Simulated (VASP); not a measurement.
# TiAl3 (Pm-3m) in VASP: a series of runs

TiAl3 is run at these levels: PBEsol; tasks: relaxation of cell and atoms.

Everything below comes from runs of VASP 6.6.1. Logs are shortened: lines on timing, memory, paths and dates and some standing lists are left out, and cuts for length are marked.

### Step 1. The cell of the first run

It takes space group Pm-3m (No. 221, cubic). The conventional cell has a = 3.956 Å, b = 3.956 Å, c = 3.956 Å, α = 90.00°, β = 90.00°, γ = 90.00°. Within 3.7 Å of Ti (site symmetry m-3m) lie 12 Al at 2.80 Å. Within 3.7 Å of Al (site symmetry 4/mmm) lie 4 Ti at 2.80 Å and 8 Al at 2.80 Å.

### Step 2. Relaxation of cell and atoms, PBEsol, target pressure 5 GPa, at which the enthalpy is minimised

INCAR

```
SYSTEM = TiAl3
  ALGO = Normal
  EDIFF = 1E-6
  EDIFFG = -0.01
  ENCUT = 600
  GGA = PS
  IBRION = 2
  ISIF = 3
  ISMEAR = -1
  LASPH = .TRUE.
  LCHARG = .FALSE.
  LREAL = .FALSE.
  LWAVE = .FALSE.
  NELM = 80
  NSW = 80
  PREC = Accurate
  PSTRESS = 50.0
  SIGMA = 0.1
```

KPOINTS

```
k-points
0
G
  6 6 6
  0 0 0
```

POSCAR

```
TiAl3
1.0
    3.9556712500      0.0000000000      0.0000000000
    0.0000000000      3.9556712500      0.0000000000
    0.0000000000      0.0000000000      3.9556712500
Ti Al
1 3
Direct
    0.0000000000      0.0000000000      0.0000000000
    0.5000000000      0.5000000000      0.0000000000
    0.0000000000      0.5000000000      0.5000000000
    0.5000000000      0.0000000000      0.5000000000
```

Potentials or basis: VASP PAW PBE potentials, release 64 (Ti_sv, Al).

On the command line:

```
> cat potpaw_PBE.64/Ti_sv/POTCAR potpaw_PBE.64/Al/POTCAR > POTCAR
> mpirun -np 1 vasp_std > vasp.out
```

OUTCAR:

```text
SYSTEM = TiAl3
   EDIFF = 1E-6
   EDIFFG = -0.01
   ENCUT = 600
   GGA = PS
   IBRION = 2
   ISIF = 3
   ISMEAR = -1
   LASPH = .TRUE.
   LREAL = .FALSE.
   NELM = 80
   NSW = 80
   PREC = Accurate
   PSTRESS = 50.0

 ion  position               nearest neighbor table
   1  0.000  0.000  0.000-   2 2.80   3 2.80   4 2.80   3 2.80   4 2.80   2 2.80   3 2.80   3 2.80
                             2 2.80   4 2.80   4 2.80   2 2.80
   2  0.500  0.500  0.000-   1 2.80   3 2.80   4 2.80   3 2.80   4 2.80   1 2.80   4 2.80   4 2.80
                             1 2.80   3 2.80   3 2.80   1 2.80
   3  0.000  0.500  0.500-   1 2.80   2 2.80   4 2.80   1 2.80   2 2.80   1 2.80   4 2.80   1 2.80
                             2 2.80   4 2.80   2 2.80   4 2.80
   4  0.500  0.000  0.500-   1 2.80   2 2.80   3 2.80   1 2.80   2 2.80   2 2.80   3 2.80   2 2.80
                             1 2.80   3 2.80   1 2.80   3 2.80

  LATTYP: Found a simple cubic cell.
 ALAT       =     3.9556712500

  Lattice vectors:

 A1 = (   3.9556712500,   0.0000000000,   0.0000000000)
 A2 = (   0.0000000000,   3.9556712500,   0.0000000000)
 A3 = (   0.0000000000,   0.0000000000,   3.9556712500)

Analysis of symmetry for initial positions (statically):
=====================================================================
 Subroutine PRICEL returns:
 Original cell was already a primitive cell.

 Routine SETGRP: Setting up the symmetry group for a
 simple cubic supercell.

 Subroutine GETGRP returns: Found 48 space group operations
 (whereof 48 operations were pure point group operations)
 out of a pool of 48 trial point group operations.

The static configuration has the point symmetry O_h .

Analysis of symmetry for dynamics (positions and initial velocities):
=====================================================================
 Subroutine PRICEL returns:
 Original cell was already a primitive cell.

 Routine SETGRP: Setting up the symmetry group for a
 simple cubic supercell.

 Subroutine GETGRP returns: Found 48 space group operations
 (whereof 48 operations were pure point group operations)
 out of a pool of 48 trial point group operations.

The dynamic configuration has the point symmetry O_h .

 Subroutine INISYM returns: Found 48 space group operations
 (whereof 48 operations are pure point group operations),
 and found     1 'primitive' translations

----------------------------------------------------------------------------------------

                                     Primitive cell

  volume of cell :      61.8957

  direct lattice vectors                    reciprocal lattice vectors
     3.955671250  0.000000000  0.000000000     0.252801595  0.000000000  0.000000000
     0.000000000  3.955671250  0.000000000     0.000000000  0.252801595  0.000000000
     0.000000000  0.000000000  3.955671250     0.000000000  0.000000000  0.252801595

  length of vectors
     3.955671250  3.955671250  3.955671250     0.252801595  0.252801595  0.252801595

  position of ions in fractional coordinates (direct lattice)
     0.000000000  0.000000000  0.000000000
     0.500000000  0.500000000  0.000000000
     0.000000000  0.500000000  0.500000000
     0.500000000  0.000000000  0.500000000

  ion indices of the primitive-cell ions
   primitive index   ion index
                 1           1
                 2           2
                 3           3
                 4           4

----------------------------------------------------------------------------------------

 KPOINTS: k-points

Automatic generation of k-mesh.
 Grid dimensions read from file:
 generate k-points for:    6    6    6

 Generating k-lattice:

  Cartesian coordinates                     Fractional coordinates (reciprocal lattice)
     0.042133599  0.000000000  0.000000000     0.166666667  0.000000000  0.000000000
     0.000000000  0.042133599  0.000000000     0.000000000  0.166666667  0.000000000
     0.000000000  0.000000000  0.042133599     0.000000000  0.000000000  0.166666667

  Length of vectors
     0.042133599  0.042133599  0.042133599

  Shift w.r.t. Gamma in fractional coordinates (k-lattice)
     0.000000000  0.000000000  0.000000000

 Subroutine IBZKPT returns following result:
 ===========================================

 Found     20 irreducible k-points:

 Following reciprocal coordinates:
            Coordinates               Weight
  0.000000  0.000000  0.000000      1.000000
  0.166667  0.000000  0.000000      6.000000
  0.333333  0.000000  0.000000      6.000000
  0.500000  0.000000  0.000000      3.000000
  0.166667  0.166667  0.000000     12.000000
  0.333333  0.166667  0.000000     24.000000
[... 12 lines left out ...]
  0.500000  0.500000  0.333333      6.000000
  0.500000  0.500000  0.500000      1.000000
   k-points           NKPTS =     20   k-points in BZ     NKDIM =     20   number of bands    NBANDS=     14
   number of dos      NEDOS =    301   number of ions     NIONS =      4
   total plane-waves  NPLWV =  32768
   dimension x,y,z NGX =    32 NGY =   32 NGZ =   32
   dimension x,y,z NGXF=    64 NGYF=   64 NGZF=   64
   ions per type =               1   3
   NGX,Y,Z   is equivalent  to a cutoff of  13.45, 13.45, 13.45 a.u.
   NGXF,Y,Z  is equivalent  to a cutoff of  26.90, 26.90, 26.90 a.u.
 SYSTEM =  TiAl3
   PREC   = accura    normal or accurate (medium, high low for compatibility)
   ISTART =      0    job   : 0-new  1-cont  2-samecut
   ICHARG =      2    charge: 1-file 2-atom 10-const
   ISPIN  =      1    spin polarized calculation?
   LNONCOLLINEAR =      F non collinear calculations
   LSORBIT =      F    spin-orbit coupling
   LASPH  =      T    aspherical Exc in radial PAW
   ENCUT  =  600.0 eV  44.10 Ry    6.64 a.u.   7.90  7.90  7.90*2*pi/ulx,y,z
   NELM   =     80;   NELMIN=  2; NELMDL= -5     # of ELM steps
   EDIFF  = 0.1E-05   stopping-criterion for ELM
   LREAL  =      F    real-space projection
   EDIFFG = -.1E-01   stopping-criterion for IOM
   NSW    =     80    number of steps for IOM
   IBRION =      2    ionic relax: 0-MD 1-quasi-New 2-CG
   NFREE  =      1    steps in history (QN), initial steepest desc. (CG)
   ISIF   =      3    stress and relaxation
   ISYM   =      2    0-nonsym 1-usesym 2-fastsym
   POTIM  = 0.5000    time-step for ionic-motion
   TEBEG  =    0.0;   TEEND  =   0.0 temperature during run
   PSTRESS=   50.0 pullay stress
   NELECT =      21.0000    total number of electrons
   NUPDOWN=      -1.0000    fix difference up-down
   EMIN   =  10.00;   EMAX   =-10.00  energy-range for DOS
   EFERMI =   0.00;   METHOD = LEGACY
   ISMEAR =    -1;   SIGMA  =   0.10  broadening in eV -4-tet -1-fermi 0-gaus
   EFERMI_NEDOS =   21; number of points for ismear=-14 and -15
   IALGO  =     38    algorithm
   IMIX   =      4    mixing-type and parameters
     AMIX     =   0.40;   BMIX     =  1.00
     AMIX_MAG =   1.60;   BMIX_MAG =  1.00
  volume/ion in A,a.u.               =      15.47       104.42
  Fermi-wavevector in a.u.,A,eV,Ry     =   1.141811  2.157711 17.738371  1.303733
  Thomas-Fermi vector in A             =   2.278511
   LORBIT       =      0    0 simple, 1 ext, 2 COOP (PROOUT), +10 PAW based schemes
   GGA     = PS    functional components
   LHFCALC =     F    Hartree Fock is set to
   AEXX    =    0.0000 exact exchange contribution
   IVDW    =     0    specifies the selected vdW correction
   LEPSILON=     F    determine dielectric tensor
   LRPA    =     F    only Hartree local field effects (RPA)
 conjugate gradient relaxation of ions
 non-spin polarized calculation
  energy-cutoff  :      600.00
  volume of cell :       61.90
 maximum number of plane-waves:      2103
 NGX is ok and might be reduce to    32
   NGX = 15   NGY = 15   NGZ = 15

--------------------------------------- Ionic step        1  -------------------------------------------

 number of electron      20.9999993 magnetization

 Free energy of the ion-electron system (eV)
  ---------------------------------------------------
  ext. energy  EPLUGINS =         0.00000000
  ---------------------------------------------------
  free energy    TOTEN  =       -22.16871693 eV

  energy without entropy =      -22.10829858  energy(sigma->0) =      -22.13850775

------------------------ aborting loop because EDIFF is reached ----------------------------------------

  FORCE on cell =-STRESS in cart. coord.  units (eV):
  Direction    XX          YY          ZZ          XY          YZ          ZX
  --------------------------------------------------------------------------------------
  -------------------------------------------------------------------------------------
  Total       -0.1861114     -0.1861114     -0.1861114     -0.0000000     -0.0000000      0.0000000
  in kB       -4.8175133     -4.8175133     -4.8175133     -0.0000000     -0.0000000      0.0000000
  external PRESSURE =     -54.8175133 kB  Pullay stress =      50.0000000 kB

 VOLUME and BASIS-vectors are now :
 -----------------------------------------------------------------------------
  energy-cutoff  :      600.00
  volume of cell :       61.90
      direct lattice vectors                 reciprocal lattice vectors
     3.955671250  0.000000000  0.000000000     0.252801595  0.000000000  0.000000000
     0.000000000  3.955671250  0.000000000     0.000000000  0.252801595  0.000000000
     0.000000000  0.000000000  3.955671250     0.000000000  0.000000000  0.252801595
[... 50 lines left out ...]
  FREE ENERGIE OF THE ION-ELECTRON SYSTEM (eV)
  ---------------------------------------------------
  free  energy   TOTEN  =       -22.0465081554 eV

  energy  without entropy=      -21.9900692719  energy(sigma->0) =      -22.01828871

  enthalpy is  TOTEN    =       -20.2591544655 eV   P V=        1.7873536899

--------------------------------------- Ionic step        3  -------------------------------------------

 number of electron      21.0000004 magnetization

 Free energy of the ion-electron system (eV)
  ---------------------------------------------------
  ext. energy  EPLUGINS =         0.00000000
  ---------------------------------------------------
  free energy    TOTEN  =       -22.13191142 eV

  energy without entropy =      -22.07387054  energy(sigma->0) =      -22.10289098

 E-fermi :   9.4818     XC(G=0): -11.0988

 val. band max:        9.3866054409   @ k =   0.1667   0.1667   0.0000
 cond. band min:       9.4919018602   @ k =   0.3333   0.3333   0.0000
 fundamental gap:      0.1052964193
 Fermi energy:         9.4817573229

 k-point     1 :       0.0000    0.0000    0.0000
  band No.  band energies     occupation
      1     -47.0860      2.00000
      2     -23.5058      2.00000
      3     -23.5058      2.00000
      4     -23.5058      2.00000
      5      -1.5486      2.00000
      6       6.3290      2.00000
      7       6.3290      2.00000
      8       7.3394      2.00000
      9       7.3394      2.00000
     10       7.3394      2.00000
     11       9.6771      0.24841
     12       9.6771      0.24841
     13       9.6771      0.24841
     14      10.2001      0.00152

 k-point     2 :       0.1667    0.0000    0.0000
  band No.  band energies     occupation
      1     -47.0857      2.00000
      2     -23.5122      2.00000
      3     -23.5054      2.00000
      4     -23.5054      2.00000
      5      -1.2700      2.00000
      6       4.8071      2.00000
      7       6.5041      2.00000
      8       7.3052      2.00000
      9       7.3052      2.00000
     10       8.0561      2.00000
[... 330 lines left out ...]
 POSITION                                       TOTAL-FORCE (eV/Angst)
 -----------------------------------------------------------------------------------
      0.00000      0.00000      0.00000        -0.000000      0.000000      0.000000
      1.94845      1.94845     -0.00000         0.000000      0.000000      0.000000
     -0.00000      1.94845      1.94845        -0.000000      0.000000      0.000000
      1.94845     -0.00000      1.94845         0.000000     -0.000000      0.000000
 -----------------------------------------------------------------------------------
    total drift:                               -0.000000      0.000000      0.000000

  FREE ENERGIE OF THE ION-ELECTRON SYSTEM (eV)
  ---------------------------------------------------
  free  energy   TOTEN  =       -22.1319114181 eV

  energy  without entropy=      -22.0738705436  energy(sigma->0) =      -22.10289098

  enthalpy is  TOTEN    =       -20.2851238370 eV   P V=        1.8467875811

 reached required accuracy - stopping structural energy minimisation
```

Run time: 73 s. Hardware: 1 thread of Intel Xeon 8259CL, shared host; peak memory 0.19 GiB.

What came out:

| Item | Value |
| --- | --- |
| Free energy | -22.1319 eV |
| Relaxed volume | 14.79 Å³/atom |
| Relaxed cell | a = 3.897 Å, b = 3.897 Å, c = 3.897 Å, α = 90.00°, β = 90.00°, γ = 90.00° |
| Space group after relaxing (to 0.05 Å) | Pm-3m (No. 221) |
| Energy change on relaxing (the enthalpy is what falls) | +9.2 meV/atom |
| Ionic steps | 3 |
| Pressure after relaxing | 5.0 GPa |

Step by step:
```tsv
step	energy change (eV)	largest force (eV/Å)	pressure (GPa)	volume (Å³)
1	0.0000	0.0000	-0.48	61.90
2	0.1222	0.0000	9.53	57.27
3	0.0368	0.0000	4.96	59.18
```

Final structure:
```cif
data_structure
_symmetry_space_group_name_H-M 'P 1'
_symmetry_Int_Tables_number 1
_cell_length_a 3.8969
_cell_length_b 3.8969
_cell_length_c 3.8969
_cell_angle_alpha 90.000
_cell_angle_beta 90.000
_cell_angle_gamma 90.000
_cell_volume 59.18
loop_
_atom_site_label
_atom_site_type_symbol
_atom_site_fract_x
_atom_site_fract_y
_atom_site_fract_z
_atom_site_occupancy
Ti1 Ti 0.00000 0.00000 0.00000 1
Al1 Al 0.50000 0.50000 0.00000 1
Al2 Al 0.00000 0.50000 0.50000 1
Al3 Al 0.50000 0.00000 0.50000 1
```

Levels at points of the mesh, in eV from the Fermi level:
```
           k point  band 8  band 9  band 10  band 11  band 12  band 13
(0.00, 0.00, 0.00)   -2.14   -2.14    -2.14     0.20     0.20     0.20
(0.50, 0.00, 0.00)   -2.30   -2.27     0.47     0.84     0.84     1.04
(0.50, 0.50, 0.00)   -5.13   -1.27    -1.27     0.70     0.97     1.16
(0.50, 0.50, 0.50)   -5.11   -3.52    -3.52    -3.52     0.30     1.32
```

Caveat: the cell is relaxed towards a set pressure, so the enthalpy falls and the energy may rise; the PAW data sets were made with another functional, which shifts forces and pressure a little.

### Step 3. Relaxation of cell and atoms, PBEsol, target pressure 10 GPa, at which the enthalpy is minimised

INCAR

```
SYSTEM = TiAl3
PREC = Accurate
ENCUT = 600
EDIFF = 1E-6
ISMEAR = -1
SIGMA = 0.1
LREAL = .FALSE.
LASPH = .TRUE.
NELM = 60
ALGO = Normal
ISIF = 3
LWAVE = .FALSE.
LCHARG = .FALSE.
GGA = PS
IBRION = 2
NSW = 80
EDIFFG = -0.01
PSTRESS = 100.0
```

KPOINTS

```
regular mesh
0
G
  6 6 6
  0 0 0
```

POSCAR is that of step 2.

Potentials or basis: VASP PAW PBE potentials, release 64 (Ti_sv, Al).

On the command line:

```
> cat potpaw_PBE.64/Ti_sv/POTCAR potpaw_PBE.64/Al/POTCAR > POTCAR
> mpirun -np 1 vasp_std > vasp.out
```

OUTCAR:

```text
SYSTEM = TiAl3
   PREC = Accurate
   ENCUT = 600
   EDIFF = 1E-6
   ISMEAR = -1
   LREAL = .FALSE.
   LASPH = .TRUE.
   NELM = 60
   ISIF = 3
   GGA = PS
   IBRION = 2
   NSW = 80
   EDIFFG = -0.01
   PSTRESS = 100.0

 ion  position               nearest neighbor table
   1  0.000  0.000  0.000-   2 2.80   3 2.80   4 2.80   3 2.80   4 2.80   2 2.80   3 2.80   3 2.80
                             2 2.80   4 2.80   4 2.80   2 2.80
   2  0.500  0.500  0.000-   1 2.80   3 2.80   4 2.80   3 2.80   4 2.80   1 2.80   4 2.80   4 2.80
                             1 2.80   3 2.80   3 2.80   1 2.80
   3  0.000  0.500  0.500-   1 2.80   2 2.80   4 2.80   1 2.80   2 2.80   1 2.80   4 2.80   1 2.80
                             2 2.80   4 2.80   2 2.80   4 2.80
   4  0.500  0.000  0.500-   1 2.80   2 2.80   3 2.80   1 2.80   2 2.80   2 2.80   3 2.80   2 2.80
                             1 2.80   3 2.80   1 2.80   3 2.80

  LATTYP: Found a simple cubic cell.
 ALAT       =     3.9556712500

  Lattice vectors:

[... 236 lines left out ...]
      8       8.5029      2.00000
      9       8.5029      2.00000
     10       8.5029      2.00000
     11      10.8711      0.32416
     12      10.8711      0.32416
     13      10.8711      0.32416
     14      11.3359      0.00370
[... 400 lines left out ...]
--------------------------------------- Ionic step        4  -------------------------------------------

 number of electron      21.0000005 magnetization

 Free energy of the ion-electron system (eV)
  ---------------------------------------------------
  ext. energy  EPLUGINS =         0.00000000
  ---------------------------------------------------
  free energy    TOTEN  =       -22.03283056 eV

  energy without entropy =      -21.97657794  energy(sigma->0) =      -22.00470425

 E-fermi :   9.8983     XC(G=0): -11.2508

 val. band max:        9.7974714713   @ k =   0.1667   0.1667   0.0000
 cond. band min:       9.9224185897   @ k =   0.3333   0.3333   0.0000
 fundamental gap:      0.1249471185
 Fermi energy:         9.8983213263

 k-point     1 :       0.0000    0.0000    0.0000
  band No.  band energies     occupation
      1     -46.5846      2.00000
      2     -23.0163      2.00000
      3     -23.0163      2.00000
      4     -23.0163      2.00000
      5      -1.3532      2.00000
      6       6.6573      2.00000
      7       6.6573      2.00000
      8       7.7295      2.00000
      9       7.7295      2.00000
     10       7.7295      2.00000
     11      10.0841      0.26981
     12      10.0841      0.26981
     13      10.0841      0.26981
     14      10.5865      0.00205
[... 356 lines left out ...]
  energy  without entropy=      -21.9765779429  energy(sigma->0) =      -22.00470425

  enthalpy is  TOTEN    =       -18.4720602657 eV   P V=        3.5607702911

 reached required accuracy - stopping structural energy minimisation
```

Wall time 88 s (1 thread of Intel Xeon 8259CL, shared host); peak memory 0.19 GiB.

Results:

```
Free energy                                            : -22.0328 eV
Relaxed volume                                         : 14.26 Å³/atom
Relaxed cell                                           : a = 3.850 Å, b = 3.850 Å, c = 3.850 Å, α = 90.00°, β = 90.00°, γ = 90.00°
Space group after relaxing (to 0.05 Å)                 : Pm-3m (No. 221)
Energy change on relaxing (the enthalpy is what falls) : +34.0 meV/atom
Ionic steps                                            : 4
Pressure after relaxing                                : 10.1 GPa
```

Step by step:
```csv
step,energy change (eV),largest force (eV/Å),pressure (GPa),volume (Å³)
1,0.0000,0.0000,-0.48,61.90
2,0.5059,0.0000,21.80,53.26
3,0.1301,0.0000,9.79,57.14
4,0.1359,0.0000,10.10,57.05
```

Final structure:
```xyz
4
Lattice="3.8496 0.0000 0.0000 0.0000 3.8496 0.0000 0.0000 0.0000 3.8496" Properties=species:S:1:pos:R:3 pbc="T T T"
Ti    0.0000    0.0000    0.0000
Al    1.9248    1.9248    0.0000
Al    0.0000    1.9248    1.9248
Al    1.9248    0.0000    1.9248
```

Caveat: the cell is relaxed towards a set pressure, so the enthalpy falls and the energy may rise; the PAW data sets were made with another functional, which shifts forces and pressure a little.

[end of part 1 of 2]
